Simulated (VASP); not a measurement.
# Hf3Si2N (P4mm) in VASP: a series of runs

The runs below take Hf3Si2N through relaxation of cell and atoms, with PBE.

Program: VASP 6.6.1. These are calculated values, not measurements. Logs are shortened: lines on timing, memory, paths and dates and some standing lists are left out, and cuts for length are marked.

## (1) The cell of the first run

The structure is tetragonal, space group P4mm (No. 99). The conventional cell has a = 3.295 Å, b = 3.295 Å, c = 9.512 Å, α = 90.00°, β = 90.00°, γ = 90.00°. Hf (site symmetry 4mm) has 9 Hf at 2.73 to 3.30 Å and 5 Si at 2.85 to 3.09 Å within 3.6 Å. Hf (site symmetry 4mm) has 4 N at 2.76 Å and 5 Si at 2.86 to 3.12 Å and 5 Hf at 3.30 Å within 3.6 Å. Within 3.6 Å of Hf (site symmetry 4mm) lie 8 Hf at 2.73 to 3.30 Å and 5 Si at 2.86 to 3.08 Å and 1 N at 3.29 Å. Within 3.7 Å of Si (site symmetry 4mm) lie 4 N at 2.84 Å and 6 Hf at 2.86 to 3.12 Å and 4 Si at 3.30 Å. Si (site symmetry 4mm) has 9 Hf at 2.85 to 3.08 Å and 1 N at 3.14 Å and 4 Si at 3.30 Å within 3.8 Å. Within 3.6 Å of N (site symmetry 4mm) lie 5 Hf at 2.76 to 3.29 Å and 5 Si at 2.84 to 3.14 Å and 4 N at 3.30 Å.

The cell was generated, and may not be a known phase.

## (2) Relaxation of cell and atoms, PBE

The input, INCAR:

```
SYSTEM = Hf3Si2N
ALGO = Normal
EDIFF = 1E-7
EDIFFG = -0.04
ENCUT = 600
GGA = PE
IBRION = 2
ISIF = 3
ISMEAR = 0
LASPH = .True.
LCHARG = .False.
LREAL = .False.
LWAVE = .False.
NELM = 60
NSW = 90
PREC = Accurate
SIGMA = 0.1
```

The input, KPOINTS:

```
k-points
0
Gamma
  6 6 2
  0 0 0
```

The input, POSCAR:

```
Hf3Si2N
1.0
    3.2954118800      0.0000000000      0.0000000000
    0.0000000000      3.2954118800      0.0000000000
    0.0000000000      0.0000000000      9.5116040100
Hf Si N
3 2 1
Direct
    0.0000000000      0.0000000000      0.6746923900
    0.0000000000      0.0000000000      0.3274696500
    0.5000000000      0.5000000000      0.8249817500
    0.0000000000      0.0000000000      0.9999432600
    0.5000000000      0.5000000000      0.5015775000
    0.5000000000      0.5000000000      0.1713354600
```

Potentials or basis: VASP PAW PBE potentials, release 64 (Hf_pv, Si, N).

Run with:

```sh
> cat potpaw_PBE.64/Hf_pv/POTCAR potpaw_PBE.64/Si/POTCAR potpaw_PBE.64/N/POTCAR > POTCAR
> mpirun -np 1 vasp_std > vasp.out
```

OUTCAR:

```text
SYSTEM = Hf3Si2N
   EDIFF = 1E-7
   EDIFFG = -0.04
   ENCUT = 600
   GGA = PE
   IBRION = 2
   ISIF = 3
   ISMEAR = 0
   LASPH = .True.
   LREAL = .False.
   NELM = 60
   NSW = 90
   PREC = Accurate

 ion  position               nearest neighbor table
   1  0.000  0.000  0.675-   3 2.73   3 2.73   3 2.73   3 2.73   5 2.85   5 2.85   5 2.85   5 2.85
                             4 3.09   2 3.30
   2  0.000  0.000  0.327-   6 2.76   6 2.76   6 2.76   6 2.76   5 2.86   5 2.86   5 2.86   5 2.86
                             4 3.12   1 3.30
   3  0.500  0.500  0.825-   1 2.73   1 2.73   1 2.73   1 2.73   4 2.86   4 2.86   4 2.86   4 2.86
                             5 3.08
   4  0.000  0.000  1.000-   3 2.86   3 2.86   3 2.86   3 2.86   1 3.09   2 3.12
   5  0.500  0.500  0.502-   1 2.85   1 2.85   1 2.85   1 2.85   2 2.86   2 2.86   2 2.86   2 2.86
                             3 3.08
   6  0.500  0.500  0.171-   2 2.76   2 2.76   2 2.76   2 2.76

  LATTYP: Found a simple tetragonal cell.
 ALAT       =     3.2954118800
 C/A-ratio  =     2.8863172060

  Lattice vectors:

 A1 = (   3.2954118800,   0.0000000000,   0.0000000000)
 A2 = (   0.0000000000,   3.2954118800,   0.0000000000)
 A3 = (   0.0000000000,   0.0000000000,   9.5116040100)

Analysis of symmetry for initial positions (statically):
=====================================================================
 Subroutine PRICEL returns:
 Original cell was already a primitive cell.

 Routine SETGRP: Setting up the symmetry group for a
 simple tetragonal supercell.

 Subroutine GETGRP returns: Found  8 space group operations
 (whereof  8 operations were pure point group operations)
 out of a pool of 16 trial point group operations.

The static configuration has the point symmetry C_4v.

Analysis of symmetry for dynamics (positions and initial velocities):
=====================================================================
 Subroutine PRICEL returns:
 Original cell was already a primitive cell.

 Routine SETGRP: Setting up the symmetry group for a
 simple tetragonal supercell.

 Subroutine GETGRP returns: Found  8 space group operations
 (whereof  8 operations were pure point group operations)
 out of a pool of 16 trial point group operations.

The dynamic configuration has the point symmetry C_4v.

 Subroutine INISYM returns: Found  8 space group operations
 (whereof  8 operations are pure point group operations),
 and found     1 'primitive' translations

[... 98 lines left out ...]
   LREAL  =      F    real-space projection
   EDIFFG = -.4E-01   stopping-criterion for IOM
   NSW    =     90    number of steps for IOM
   IBRION =      2    ionic relax: 0-MD 1-quasi-New 2-CG
   NFREE  =      1    steps in history (QN), initial steepest desc. (CG)
   ISIF   =      3    stress and relaxation
   ISYM   =      2    0-nonsym 1-usesym 2-fastsym
   POTIM  = 0.5000    time-step for ionic-motion
   TEBEG  =    0.0;   TEEND  =   0.0 temperature during run
   PSTRESS=    0.0 pullay stress
   NELECT =      43.0000    total number of electrons
   NUPDOWN=      -1.0000    fix difference up-down
   EMIN   =  10.00;   EMAX   =-10.00  energy-range for DOS
   EFERMI =   0.00;   METHOD = LEGACY
   ISMEAR =     0;   SIGMA  =   0.10  broadening in eV -4-tet -1-fermi 0-gaus
   EFERMI_NEDOS =   21; number of points for ismear=-14 and -15
   IALGO  =     38    algorithm
   IMIX   =      4    mixing-type and parameters
     AMIX     =   0.40;   BMIX     =  1.00
     AMIX_MAG =   1.60;   BMIX_MAG =  1.00
  volume/ion in A,a.u.               =      17.22       116.18
  Fermi-wavevector in a.u.,A,eV,Ry     =   1.222381  2.309965 20.330034  1.494215
  Thomas-Fermi vector in A             =   2.357530
   LORBIT       =      0    0 simple, 1 ext, 2 COOP (PROOUT), +10 PAW based schemes
   GGA     = PE    functional components
   LHFCALC =     F    Hartree Fock is set to
   AEXX    =    0.0000 exact exchange contribution
   IVDW    =     0    specifies the selected vdW correction
   LEPSILON=     F    determine dielectric tensor
   LRPA    =     F    only Hartree local field effects (RPA)
 conjugate gradient relaxation of ions
 non-spin polarized calculation
 Gauss-broadening in eV      SIGMA  =   0.10
  energy-cutoff  :      600.00
  volume of cell :      103.29
 maximum number of plane-waves:      3478
 NGX is ok and might be reduce to    28

--------------------------------------- Ionic step        1  -------------------------------------------

 number of electron      42.9999999 magnetization

 Free energy of the ion-electron system (eV)
  ---------------------------------------------------
  ext. energy  EPLUGINS =         0.00000000
  ---------------------------------------------------
  free energy    TOTEN  =       -46.84196528 eV

  energy without entropy =      -46.80989055  energy(sigma->0) =      -46.82592792

------------------------ aborting loop because EDIFF is reached ----------------------------------------

  FORCE on cell =-STRESS in cart. coord.  units (eV):
  Direction    XX          YY          ZZ          XY          YZ          ZX
  --------------------------------------------------------------------------------------
  -------------------------------------------------------------------------------------
  Total        1.4052851      1.4052851     -7.1046262      0.0000000      0.0000000      0.0000000
  in kB       21.7972573     21.7972573   -110.1992526      0.0000000      0.0000000      0.0000000
  external PRESSURE =     -22.2015793 kB  Pullay stress =       0.0000000 kB
[... 101 lines left out ...]
  FREE ENERGIE OF THE ION-ELECTRON SYSTEM (eV)
  ---------------------------------------------------
  free  energy   TOTEN  =       -49.3832850824 eV

  energy  without entropy=      -49.3637410542  energy(sigma->0) =      -49.37351307

[... ionic steps 4 to 42 ...]

--------------------------------------- Ionic step       43  -------------------------------------------

 number of electron      42.9999997 magnetization

------------------------ aborting loop because EDIFF is reached ----------------------------------------
[... 75 lines left out ...]
--------------------------------------- Ionic step       45  -------------------------------------------

 number of electron      42.9999997 magnetization

 Free energy of the ion-electron system (eV)
  ---------------------------------------------------
  ext. energy  EPLUGINS =         0.00000000
  ---------------------------------------------------
  free energy    TOTEN  =       -52.27643641 eV

  energy without entropy =      -52.25231273  energy(sigma->0) =      -52.26437457

 E-fermi :   6.4832     XC(G=0): -11.2802

 val. band max:        6.4533182912   @ k =   0.3333   0.1667   0.5000
 cond. band min:       6.4994998887   @ k =   0.5000   0.1667   0.5000
 fundamental gap:      0.0461815975
 Fermi energy:         6.4831603225

 k-point     1 :       0.0000    0.0000    0.0000
  band No.  band energies     occupation
      1     -24.9413      2.00000
      2     -24.9413      2.00000
      3     -24.8238      2.00000
      4     -24.1108      2.00000
      5     -24.0743      2.00000
      6     -24.0743      2.00000
[... 582 lines left out ...]
  FREE ENERGIE OF THE ION-ELECTRON SYSTEM (eV)
  ---------------------------------------------------
  free  energy   TOTEN  =       -52.2764364150 eV

  energy  without entropy=      -52.2523127315  energy(sigma->0) =      -52.26437457

 reached required accuracy - stopping structural energy minimisation
```

CONTCAR:

```text
Hf3Si2N
   1.00000000000000
     3.4748850081296934   -0.0000000000000000    0.0000000000000000
     0.0000000000000000    3.4748850081296934   -0.0000000000000000
    -0.0000000000000000   -0.0000000000000000    8.3933998686239217
  Hf              Si              N
     3     2     1
Direct
     0.0000000000000000    0.0000000000000000    0.6238695451627319
     1.0000000000000000    0.0000000000000000    0.2427374132722839
     0.5000000000000000    0.5000000000000000    0.9884702387299893
     0.0000000000000000    0.0000000000000000    0.9290990211766018
     0.5000000000000000    0.5000000000000000    0.4672069492828386
     0.5000000000000000    0.5000000000000000    0.2486168423755552

  0.00000000E+00  0.00000000E+00  0.00000000E+00
  0.00000000E+00  0.00000000E+00  0.00000000E+00
  0.00000000E+00  0.00000000E+00  0.00000000E+00
  0.00000000E+00  0.00000000E+00  0.00000000E+00
  0.00000000E+00  0.00000000E+00  0.00000000E+00
  0.00000000E+00  0.00000000E+00  0.00000000E+00
```

It took 36 min on 1 thread of Intel Xeon Platinum 8259CL at 2.50GHz (Skylake/Cascade Lake), shared host; peak memory 0.3 GiB.

Results:

```
Free energy                           : -52.2764 eV
Relaxed volume                        : 16.89 Å³/atom
Relaxed cell                          : a = 3.475 Å, b = 3.475 Å, c = 8.393 Å, α = 90.00°, β = 90.00°, γ = 90.00°
Space group after relaxing (to 0.1 Å) : P4mm (No. 99)
Energy gained by relaxing             : 905.7 meV/atom
Ionic steps                           : 45
Pressure after relaxing               : 0.0 GPa
Largest force after relaxing          : 0.025 eV/Å
Band gap on the k mesh                : zero (an odd number of electrons rules out a gap without spin polarisation)
```

Forces on the atoms (eV/Å):
```
Hf   0.000  0.000 -0.025
Hf   0.000  0.000  0.009
Hf   0.000  0.000  0.012
Si   0.000  0.000  0.010
Si   0.000  0.000 -0.006
N    0.000  0.000  0.001
```

Step by step:
| step | energy change (eV) | largest force (eV/Å) | pressure (GPa) | volume (Å³) |
| --- | --- | --- | --- | --- |
| 1 | 0.0000 | 3.9639 | -2.22 | 103.29 |
| 3 | -2.5413 | 4.5017 | 9.49 | 93.87 |
| 5 | -3.5337 | 2.5446 | -6.47 | 104.10 |
| 7 | -4.0477 | 1.2922 | -11.02 | 108.51 |
| 9 | -4.3010 | 0.8320 | -8.99 | 107.27 |
| 11 | -4.6769 | 0.7902 | 0.72 | 99.02 |
| 13 | -4.7175 | 0.7231 | 1.11 | 98.76 |
| 15 | -4.7844 | 0.5833 | -0.84 | 100.27 |
| 17 | -4.8313 | 0.7749 | 1.33 | 99.11 |
| 19 | -4.9083 | 1.1430 | 0.64 | 99.78 |
| 21 | -4.8152 | 4.5870 | 2.68 | 102.80 |
| 23 | -5.0421 | 2.6232 | 0.34 | 101.52 |
| 25 | -5.0742 | 2.6813 | 0.30 | 101.83 |
| 27 | -5.1229 | 2.5610 | 0.25 | 102.31 |
| 29 | -5.2799 | 1.1169 | -1.32 | 102.55 |
| 31 | -5.3106 | 0.8482 | -2.15 | 102.74 |
| 33 | -5.3257 | 0.7822 | -1.57 | 102.31 |
| 35 | -5.3706 | 0.5735 | 3.58 | 98.64 |
| 37 | -5.3955 | 0.4277 | 1.73 | 99.83 |
| 39 | -5.4261 | 0.2473 | -0.02 | 101.05 |
| 41 | -5.4321 | 0.0952 | 0.10 | 101.17 |
| 43 | -5.4337 | 0.0332 | 0.16 | 101.20 |
| 45 | -5.4345 | 0.0252 | -0.01 | 101.35 |

Final structure:
```
Hf Si N
1.0
     3.47489    0.00000    0.00000
     0.00000    3.47489    0.00000
     0.00000    0.00000    8.39340
Hf Si N
3 2 1
Direct
  0.00000 0.00000 0.62387
  0.00000 0.00000 0.24274
  0.50000 0.50000 0.98847
  0.00000 0.00000 0.92910
  0.50000 0.50000 0.46721
  0.50000 0.50000 0.24862
```

Caveat: spin-orbit coupling is left out, which moves the levels of the heavy elements; an odd number of electrons without spin polarisation forces a metal; a magnetic or distorted state may lie lower.

## (3) Relaxation of cell and atoms, PBE

This run uses another cell than the first one, of the same volume but with other edges.

The input, INCAR:

```
PREC     = Accurate       # precision mode
ENCUT    = 600            # plane-wave cutoff, eV
EDIFF    = 1E-6           # SCF threshold, eV
ISMEAR   = 0              # smearing method
SIGMA    = 0.1            # smearing width, eV
LREAL    = False          # projectors in reciprocal space
LASPH    = True           # aspherical terms in the spheres
NELM     = 80             # most SCF steps
ALGO     = Normal         # electronic algorithm
ISIF     = 3              # what is computed and relaxed
LWAVE    = False          # write WAVECAR
LCHARG   = False          # write CHGCAR
GGA      = PE             # functional
IBRION   = 2              # ionic algorithm
NSW      = 100            # ionic steps
EDIFFG   = -0.01          # ionic threshold
```

The input, KPOINTS:

```
Automatic mesh
0
Gamma
  12 12 4
```

The input, POSCAR:

```
Hf3Si2N
1.0
    3.1325650978      0.0000000000      0.0000000000
    0.0000000000      3.1325650978      0.0000000000
    0.0000000000      0.0000000000     10.5268269875
Hf Si N
3 2 1
Direct
    0.0000000000      0.0000000000      0.6195557111
    0.0000000000      0.0000000000      0.2719661443
    0.5000000000      0.5000000000      0.8401020475
    0.0000000000      0.0000000000      0.0135958327
    0.5000000000      0.5000000000      0.4656527757
    0.5000000000      0.5000000000      0.2891274987
```

Potentials or basis: VASP PAW PBE potentials, release 64 (Hf_pv, Si, N).

Run with:

```sh
> cat potpaw_PBE.64/Hf_pv/POTCAR potpaw_PBE.64/Si/POTCAR potpaw_PBE.64/N/POTCAR > POTCAR
> mpirun -np 1 vasp_std > vasp.out
```

Run time: 23 min. Hardware: 1 thread of Intel Xeon Platinum 8259CL at 2.50GHz (Skylake/Cascade Lake), shared host; peak memory 0.44 GiB.

Results (log left out):

* Free energy: -52.1121 eV
* Relaxed volume: 17.18 Å³/atom
* Relaxed cell: a = 3.120 Å, b = 3.120 Å, c = 10.589 Å, α = 90.00°, β = 90.00°, γ = 90.00°
* Space group after relaxing (to 0.1 Å): P4mm (No. 99)
* Energy gained by relaxing: 0.6 meV/atom
* Ionic steps: 13
* Pressure after relaxing: 0.0 GPa
* Largest force after relaxing: 0.007 eV/Å
* Band gap on the k mesh: zero (an odd number of electrons rules out a gap without spin polarisation)

Forces on the atoms (eV/Å):
```
Hf   0.000  0.000  0.004
Hf   0.000  0.000  0.000
Hf   0.000  0.000 -0.005
Si   0.000  0.000  0.001
Si   0.000  0.000  0.007
N    0.000  0.000 -0.007
```

The path:
| step | energy change (eV) | largest force (eV/Å) | pressure (GPa) | volume (Å³) |
| --- | --- | --- | --- | --- |
| 1 | 0.0000 | 0.1214 | -0.33 | 103.30 |
| 2 | -0.0022 | 0.0740 | 0.41 | 102.77 |
| 3 | -0.0022 | 0.0735 | 0.41 | 102.78 |
| 4 | -0.0032 | 0.0649 | -0.11 | 103.14 |
| 5 | -0.0032 | 0.0664 | -0.05 | 103.09 |
| 6 | -0.0035 | 0.0370 | -0.02 | 103.08 |
| 7 | -0.0036 | 0.0324 | 0.00 | 103.07 |
| 8 | -0.0037 | 0.0163 | 0.02 | 103.06 |
| 9 | -0.0037 | 0.0142 | 0.02 | 103.06 |
| 10 | -0.0037 | 0.0193 | 0.03 | 103.05 |
| 11 | -0.0037 | 0.0153 | 0.03 | 103.06 |
| 12 | -0.0037 | 0.0155 | 0.03 | 103.06 |
| 13 | -0.0038 | 0.0073 | -0.03 | 103.11 |

Final structure:
```
Hf Si N
1.0
     3.12045    0.00000    0.00000
     0.00000    3.12045    0.00000
     0.00000    0.00000   10.58896
Hf Si N
3 2 1
Direct
  0.00000 0.00000 0.62034
  0.00000 0.00000 0.27027
  0.50000 0.50000 0.83965
  0.00000 0.00000 0.01424
  0.50000 0.50000 0.46537
  0.50000 0.50000 0.29013
```

Levels at points of the mesh, in eV from the Fermi level:
| k point | band 18 | band 19 | band 20 | band 21 | band 22 | band 23 | band 24 | band 25 |
| --- | --- | --- | --- | --- | --- | --- | --- | --- |
| (0.00, 0.00, 0.00) | -2.28 | -1.67 | -1.06 | -0.42 | 1.01 | 1.01 | 1.41 | 1.73 |
| (0.50, 0.00, 0.00) | -2.00 | -1.66 | -1.58 | -0.08 | 0.05 | 1.04 | 1.57 | 1.92 |
| (0.50, 0.50, 0.00) | -2.89 | -2.89 | -2.17 | -0.90 | 0.17 | 0.17 | 0.33 | 0.34 |
| (0.00, 0.00, 0.50) | -2.27 | -1.69 | -0.72 | -0.40 | 0.84 | 0.92 | 0.92 | 2.18 |
| (0.50, 0.00, 0.50) | -2.27 | -1.59 | -1.39 | -0.03 | 0.00 | 1.04 | 1.61 | 2.00 |
| (0.50, 0.50, 0.50) | -2.55 | -2.52 | -2.52 | -0.65 | -0.65 | 0.11 | 0.16 | 1.26 |

Caveat: spin-orbit coupling is left out, which moves the levels of the heavy elements; an odd number of electrons without spin polarisation forces a metal; a magnetic or distorted state may lie lower.

The gap in the log of VASP goes by the Fermi energy; the results here count the filled bands.